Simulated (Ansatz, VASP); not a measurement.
**KBr: VASP beside Ansatz**

```
K Br
1.0
    -0.34758    3.12821    3.12821
     3.12821   -0.34758    3.12821
     3.12821    3.12821   -0.34758
K Br
1 1
Direct
  0.00000 0.00000 0.00000
  0.50000 0.50000 0.50000
```

Alike in both runs: task single point; functional PBEsol; k mesh 8 × 8 × 8; occupations gaussian, width 0.05 eV; no spin polarisation.

```csv
,VASP,Ansatz
version,VASP 6.6.1,Ansatz 0.2.0
potentials or method,"VASP PAW PBE potentials, release 64 (K_sv, Br), cutoff 520 eV","scalar-relativistic, plane waves, PAW"
valence electrons in the cell,16,16
```

```csv
,VASP,Ansatz,Ansatz less VASP
gap on the k mesh at the Fermi level (eV),4.01,4.02,+0.003
least direct gap on the mesh (eV),4.01,4.02,+0.003
pressure (GPa),-0.4,-0.4,-0.05
"traceless stress, the component that is largest in VASP (GPa)",0.38,0.38,+0.005
```

VASP's potentials were made for PBE, not for PBEsol.
